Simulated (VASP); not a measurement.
Crystal: CuI (Marshite).

```
Cu I
1.0
     0.00000    3.03945    3.03945
     3.03945    0.00000    3.03945
     3.03945    3.03945    0.00000
Cu I
1 1
Direct
  0.25000 0.25000 0.25000
  0.00000 0.00000 0.00000
```

```yaml
Program: VASP 6.6.1
Task: relaxation of cell and atoms
Functional: LDA
Potentials_or_basis: VASP PAW LDA potentials, release 64 (Cu, I)
Cutoff: 600 eV
k_mesh: 6 × 6 × 6
Occupations: fermi-dirac, width 0.02 eV
Spin: no spin polarisation
```

At the start: pressure -4.4 GPa; volume 28.08 Å³/atom.

How do energy, volume and symmetry change on relaxing?

Over 5 steps the energy falls by 45.0 meV/atom and the volume is 25.26 Å³/atom (-10.0 %); space group F-43m (No. 216, to 0.05 Å).

Step by step:
| step | energy change (eV) | largest force (eV/Å) | pressure (GPa) | volume (Å³) |
| --- | --- | --- | --- | --- |
| 1 | 0.0000 | 0.0000 | -4.38 | 56.16 |
| 2 | -0.0896 | 0.0000 | 0.29 | 50.14 |
| 3 | -0.0900 | 0.0000 | 0.11 | 50.39 |
| 4 | -0.0900 | 0.0000 | -0.04 | 50.52 |
| 5 | -0.0900 | 0.0000 | 0.00 | 50.52 |

Final structure:
```yaml
crystal:
  lattice:
    - [0.00000, 2.93416, 2.93416]
    - [2.93416, 0.00000, 2.93416]
    - [2.93416, 2.93416, 0.00000]
  atoms:
    - { symbol: Cu, position: [0.25000, 0.25000, 0.25000] }
    - { symbol: I, position: [0.00000, 0.00000, 0.00000] }
```

Caveat: the volume moved by -10 % from the deposited cell, more than functionals usually miss.
